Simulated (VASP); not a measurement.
Here is a VASP 6.6.1 calculation.

INCAR

```
ALGO = Normal ; EDIFF = 1E-7
ENCUT = 520 ; GGA = PS
ISIF = 2 ; ISMEAR = -1
LASPH = True ; LCHARG = False
LREAL = False ; LWAVE = False
NBANDS = 32 ; NELM = 80
PREC = Accurate ; SIGMA = 0.03
```

KPOINTS

```
k-points
0
Gamma
  6 6 6
```

POSCAR

```
Bi2Se3
1.0
    2.1789124036      1.3121489696      9.5780047997
   -1.9640861900      1.2707189836      9.5365748138
    0.0715336865     -2.2965080533      9.5214103865
Bi Se
2 3
Direct
    0.4008000000      0.4008000000      0.4008000000
    0.5992000000      0.5992000000      0.5992000000
    0.0000000000      0.0000000000      0.0000000000
    0.2117000000      0.2117000000      0.2117000000
    0.7883000000      0.7883000000      0.7883000000
```

Potentials or basis: VASP PAW PBE potentials, release 64 (Bi_d, Se).

The run is started by

```console
$ cat potpaw_PBE.64/Bi_d/POTCAR potpaw_PBE.64/Se/POTCAR > POTCAR
$ mpirun -np 1 vasp_std > vasp.out
```

(1) Predict the largest force.

(2) What does it give for the band gap on the k mesh?

(3) Estimate the pressure.

Answers

(1) 0.206 eV/Å.

(2) 0.13 eV.

(3) -0.3 GPa.

Caveat: the cell differs from its parent crystal (equal xy, yz and zx shear strains of +2 %); the PAW data sets were made with another functional, which shifts forces and pressure a little; spin-orbit coupling is left out, which moves the levels of the heavy elements.
